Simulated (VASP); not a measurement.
A run of VASP 6.6.1 is set up as follows.

INCAR

```
SYSTEM = GaSb
ALGO = Normal
EDIFF = 1E-7
ENCUT = 520
GGA = PS
ISIF = 2
ISMEAR = -1
LASPH = .True.
LCHARG = .False.
LREAL = .False.
LWAVE = .False.
NBANDS = 16
NELM = 100
PREC = Accurate
SIGMA = 0.05
```

The input KPOINTS:

```
k-points
0
Gamma
  8 8 8
  0 0 0
```

File POSCAR:

```
GaSb
1.0
    0.0000000000      3.0551054884      3.0551054884
    3.0551054884      0.0000000000      3.0551054884
    3.0551054884      3.0551054884      0.0000000000
Sb Ga
1 1
Direct
    0.7500000000      0.7500000000      0.7500000000
    0.0000000000      0.0000000000      0.0000000000
```

Potentials or basis: VASP PAW PBE potentials, release 64 (Sb, Ga_d).

The run is started by

```bash
$ cat potpaw_PBE.64/Sb/POTCAR potpaw_PBE.64/Ga_d/POTCAR > POTCAR
$ mpirun -np 1 vasp_std > vasp.out
```

Predict the pressure.

0.1 GPa.

Caveat: the PAW data sets were made with another functional, which shifts forces and pressure a little.
